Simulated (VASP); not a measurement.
Wanted: the native input for a VASP 6.6.1 run.

```yaml
Task: single point
Functional: r2SCAN
Potentials_or_basis: VASP PAW PBE potentials, release 64 (Hf_pv, O)
Cutoff: 520 eV
k_mesh: 6 × 6 × 6
Occupations: gaussian, width 0.02 eV
Spin: no spin polarisation
Dipole_correction: no
Further_INCAR_settings: ALGO = Normal; EDIFF = 1e-06; NBANDS = 31
```

HfO2:

```
Hf O
1.0
     3.46952    0.00000    0.00000
     0.00000    3.46952    0.00000
     0.00000    0.00000    5.29632
Hf O
2 4
Direct
  0.50000 0.50000 0.50000
  0.00000 0.00000 0.00000
  0.00000 0.50000 0.69753
  0.50000 0.00000 0.80247
  0.50000 0.00000 0.30247
  0.00000 0.50000 0.19753
```

This cell differs from its parent crystal: biaxial strain in the a-b plane: -3.0 %.

One way to write it, as run:

POSCAR

```
HfO2
1.0
    3.4695196014      0.0000000000      0.0000000000
    0.0000000000      3.4695196014      0.0000000000
    0.0000000000      0.0000000000      5.2963220812
Hf O
2 4
Direct
    0.5000000000      0.5000000000      0.5000000000
    0.0000000000      0.0000000000      0.0000000000
    0.0000000000      0.5000000000      0.6975260729
    0.5000000000      0.0000000000      0.8024739271
    0.5000000000      0.0000000000      0.3024739271
    0.0000000000      0.5000000000      0.1975260729
```

INCAR.step1

```
ALGO     = Normal         # electronic algorithm
EDIFF    = 1E-4           # SCF threshold, eV
ENCUT    = 520            # plane-wave cutoff, eV
GGA      = PE             # functional
ISMEAR   = 0              # smearing method
LASPH    = True           # aspherical terms in the spheres
LCHARG   = False          # write CHGCAR
LREAL    = False          # projectors in reciprocal space
LWAVE    = True           # write WAVECAR
NBANDS   = 31             # bands
NELM     = 80             # most SCF steps
PREC     = Accurate       # precision mode
SIGMA    = 0.02           # smearing width, eV
```

INCAR.step2

```
ALGO     = Normal         # electronic algorithm
EDIFF    = 1E-6           # SCF threshold, eV
ENCUT    = 520            # plane-wave cutoff, eV
ISIF     = 2              # what is computed and relaxed
ISMEAR   = 0              # smearing method
ISTART   = 1            
LASPH    = True           # aspherical terms in the spheres
LCHARG   = False          # write CHGCAR
LMIXTAU  = True         
LREAL    = False          # projectors in reciprocal space
LWAVE    = False          # write WAVECAR
METAGGA  = R2SCAN         # meta-GGA
NBANDS   = 31             # bands
NELM     = 80             # most SCF steps
PREC     = Accurate       # precision mode
SIGMA    = 0.02           # smearing width, eV
```

KPOINTS

```
k-points
0
Gamma
  6 6 6
```

Potentials or basis: VASP PAW PBE potentials, release 64 (Hf_pv, O).

The run is started by

```bash
$ cat potpaw_PBE.64/Hf_pv/POTCAR potpaw_PBE.64/O/POTCAR > POTCAR
$ cp INCAR.step1 INCAR
$ mpirun -np 1 vasp_std > vasp.out
$ cp INCAR.step2 INCAR
$ mpirun -np 1 vasp_std > vasp.out
```

Results of the run:

```
Pressure               : 9.3 GPa
Largest force          : 0.061 eV/Å
Band gap on the k mesh : 5.28 eV (least direct gap 5.34 eV)
```

Caveat: the cell differs from its parent crystal (biaxial strain in the a-b plane: -3.0 %); the cell stands under pressure; the PAW data sets were made with another functional, which shifts forces and pressure a little; spin-orbit coupling is left out, which moves the levels of the heavy elements.

Run time: 92 s on 1 thread of Intel(R) Xeon(R) 6975P-C (Granite Rapids) (shared host), peak memory 0.22 GiB.
